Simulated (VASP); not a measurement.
# Si2Ni (Fm-3m) in VASP: a series of runs, part 2 of 2

VASP 6.6.1. Earlier steps stand in the parts before.

## Step 4: Single point, PBE

INCAR

```
SYSTEM = Si2Ni
PREC = Accurate
ENCUT = 600
EDIFF = 1E-6
ISMEAR = 0
SIGMA = 0.1
LREAL = .False.
LASPH = .True.
NELM = 120
ALGO = Normal
ISIF = 2
LWAVE = .False.
LCHARG = .False.
GGA = PE
NBANDS = 16
GGA_COMPAT = .False.
```

KPOINTS

```
regular mesh
0
Gamma
  6 6 6
  0 0 0
```

POSCAR

```
Si2Ni
1.0
    0.0000000000      2.7241162466      2.7241162466
    2.7241162466      0.0000000000      2.7241162466
    2.7241162466      2.7241162466      0.0000000000
Si Ni
2 1
Direct
    0.2500000000      0.2500000000      0.2500000000
    0.7500000000      0.7500000000      0.7500000000
    0.0000000000      0.0000000000      0.0000000000
```

Potentials or basis: VASP PAW PBE potentials, release 64 (Si, Ni).

On the command line:

```bash
cat potpaw_PBE.64/Si/POTCAR potpaw_PBE.64/Ni/POTCAR > POTCAR
mpirun -np 1 vasp_std > vasp.out
```

OUTCAR:

```text
SYSTEM = Si2Ni
   PREC = Accurate
   ENCUT = 600
   EDIFF = 1E-6
   ISMEAR = 0
   LREAL = .False.
   LASPH = .True.
   NELM = 120
   ISIF = 2
   GGA = PE

 ion  position               nearest neighbor table
   1  0.250  0.250  0.250-   3 2.36   3 2.36   3 2.36   3 2.36   2 2.72   2 2.72   2 2.72   2 2.72
                             2 2.72   2 2.72
   2  0.750  0.750  0.750-   3 2.36   3 2.36   3 2.36   3 2.36   1 2.72   1 2.72   1 2.72   1 2.72
                             1 2.72   1 2.72
   3  0.000  0.000  0.000-   1 2.36   2 2.36   2 2.36   2 2.36   2 2.36   1 2.36   1 2.36   1 2.36

  LATTYP: Found a face centered cubic cell.
 ALAT       =     5.4482324932

  Lattice vectors:

 A1 = (   0.0000000000,   2.7241162466,   2.7241162466)
 A2 = (   2.7241162466,   0.0000000000,   2.7241162466)
 A3 = (   2.7241162466,   2.7241162466,   0.0000000000)

Analysis of symmetry for initial positions (statically):
=====================================================================
 Subroutine PRICEL returns:
 Original cell was already a primitive cell.

 Routine SETGRP: Setting up the symmetry group for a
 face centered cubic supercell.

 Subroutine GETGRP returns: Found 48 space group operations
 (whereof 48 operations were pure point group operations)
[... 161 lines left out ...]
 fundamental gap:      0.0973477001
 Fermi energy:        10.1540874667

 k-point     1 :       0.0000    0.0000    0.0000
  band No.  band energies     occupation
      1      -3.5214      2.00000
      2       5.0775      2.00000
      3       5.0775      2.00000
      4       5.0775      2.00000
      5       6.7548      2.00000
      6       6.7548      2.00000
[... 281 lines left out ...]
      3       2.7491      2.00000
      4       4.2155      2.00000
      5       6.3015      2.00000
      6       6.6241      2.00000
[... 8 lines left out ...]
     15      19.3677      0.00000
     16      20.7709      0.00000

------------------------ aborting loop because EDIFF is reached ----------------------------------------

  FORCE on cell =-STRESS in cart. coord.  units (eV):
  Direction    XX          YY          ZZ          XY          YZ          ZX
  --------------------------------------------------------------------------------------
  -------------------------------------------------------------------------------------
  Total        0.0151877      0.0151877      0.0151877      0.0000000      0.0000000     -0.0000000
  in kB        0.6018594      0.6018594      0.6018594      0.0000000      0.0000000     -0.0000000
  external PRESSURE =       0.6018594 kB  Pullay stress =       0.0000000 kB

 VOLUME and BASIS-vectors are now :
 -----------------------------------------------------------------------------
  energy-cutoff  :      600.00
  volume of cell :       40.43
      direct lattice vectors                 reciprocal lattice vectors
     0.000000000  2.724116247  2.724116247    -0.183545765  0.183545765  0.183545765
     2.724116247  0.000000000  2.724116247     0.183545765 -0.183545765  0.183545765
     2.724116247  2.724116247  0.000000000     0.183545765  0.183545765 -0.183545765

 POSITION                                       TOTAL-FORCE (eV/Angst)
 -----------------------------------------------------------------------------------
      1.36206      1.36206      1.36206         0.000000      0.000000      0.000000
      4.08617      4.08617      4.08617        -0.000000     -0.000000     -0.000000
      0.00000      0.00000      0.00000        -0.000000      0.000000      0.000000
 -----------------------------------------------------------------------------------
    total drift:                                0.000000     -0.000000      0.000000

  FREE ENERGIE OF THE ION-ELECTRON SYSTEM (eV)
  ---------------------------------------------------
  free  energy   TOTEN  =       -17.3717029142 eV

  energy  without entropy=      -17.3659418663  energy(sigma->0) =      -17.36882239
```

Run time: 5.7 s. Hardware: 1 thread of Intel Xeon 6975P-C (Granite Rapids), shared host; peak memory 0.18 GiB.

Results:

```
Free energy            : -17.3717 eV
Pressure               : 0.1 GPa
Band gap on the k mesh : zero (band 9 reaches 11.80 eV, above the bottom of band 10 at 9.67 eV)
```

## Step 5: Relaxation of cell and atoms, PBE

This run uses another cell than the first one, of 13.02 Å³/atom, 0.966 times its volume.

INCAR

```
SYSTEM = Si2Ni
PREC = Accurate ; ENCUT = 600
EDIFF = 1E-7 ; ISMEAR = 0
SIGMA = 0.1 ; LREAL = .FALSE.
LASPH = .TRUE. ; NELM = 120
ALGO = Normal ; ISIF = 3
LWAVE = .FALSE. ; LCHARG = .FALSE.
GGA = PE ; IBRION = 2
NSW = 60 ; EDIFFG = -0.04
GGA_COMPAT = .FALSE. ; NELMIN = 4
```

KPOINTS

```
Automatic mesh
0
G
  6 6 6
  0 0 0
```

POSCAR

```
Si2Ni
1.0
    0.0000000000      2.6931550500      2.6931550500
    2.6931550500      0.0000000000      2.6931550500
    2.6931550500      2.6931550500      0.0000000000
Si Ni
2 1
Direct
    0.2500000000      0.2500000000      0.2500000000
    0.7500000000      0.7500000000      0.7500000000
    0.0000000000      0.0000000000      0.0000000000
```

On the command line:

```bash
cat potpaw_PBE.64/Si/POTCAR potpaw_PBE.64/Ni/POTCAR > POTCAR
mpirun -np 1 vasp_std > vasp.out
```

Wall time 16 s (1 thread of Intel Xeon 6975P-C (Granite Rapids), shared host); peak memory 0.17 GiB.

It converged, with:

```yaml
Free_energy: -17.3715 eV
Relaxed_volume: 13.49 Å³/atom
Relaxed_cell: a = 3.854 Å, b = 3.854 Å, c = 3.854 Å, α = 60.00°, β = 60.00°, γ = 60.00°
Space_group_after_relaxing_to_0.05_Å: Fm-3m (No. 225)
Energy_gained_by_relaxing: 8.0 meV/atom
Ionic_steps: 3
Pressure_after_relaxing: 0.0 GPa
Band_gap_on_the_k_mesh: zero (band 9 reaches 11.78 eV, above the bottom of band 10 at 9.66 eV)
```

Step by step:
| step | energy change (eV) | largest force (eV/Å) | pressure (GPa) | volume (Å³) |
| --- | --- | --- | --- | --- |
| 1 | 0.0000 | 0.0000 | 5.68 | 39.07 |
| 2 | -0.0068 | 0.0000 | -4.23 | 41.74 |
| 3 | -0.0241 | 0.0000 | -0.01 | 40.48 |

Final structure:
```yaml
crystal:
  lattice:
    - [0.00000, 2.72515, 2.72515]
    - [2.72515, 0.00000, 2.72515]
    - [2.72515, 2.72515, 0.00000]
  atoms:
    - { symbol: Si, position: [0.25000, 0.25000, 0.25000] }
    - { symbol: Si, position: [0.75000, 0.75000, 0.75000] }
    - { symbol: Ni, position: [0.00000, 0.00000, 0.00000] }
```

Levels at points of the mesh, in eV from the Fermi level:
```tsv
k point	band 7	band 8	band 9	band 10	band 11	band 12
(0.00, 0.00, 0.00)	-0.53	1.64	1.64	1.64	2.28	2.28
(0.50, 0.00, 0.00)	-3.21	-1.43	-1.43	1.71	1.76	1.76
(0.50, 0.50, 0.00)	-3.49	-3.33	-3.00	-0.47	1.43	7.70
```

Spin polarisation is off, so any magnetic state and its effect on volume and gap are missing.

## Step 6: Summary

```tsv
task	cell	gap on the mesh (eV)	pressure (GPa)
single point	a = 3.852 Å, angles 60.0°, 3 atoms	none	0.1
single point	a = 3.809 Å, angles 60.0°, 3 atoms	none	5.6
relaxation of cell and atoms	relaxed from a = 3.809 Å, angles 60.0°, 3 atoms	none	0.0
```

Alike in all rows: level PBE; potentials or basis VASP PAW PBE potentials, release 64 (Si, Ni); no spin polarisation; k mesh 6 × 6 × 6; cutoff (eV) 600; smearing gaussian 0.1 eV.

Total energies depend on the potentials used, so only differences within one code and one set of settings carry meaning.
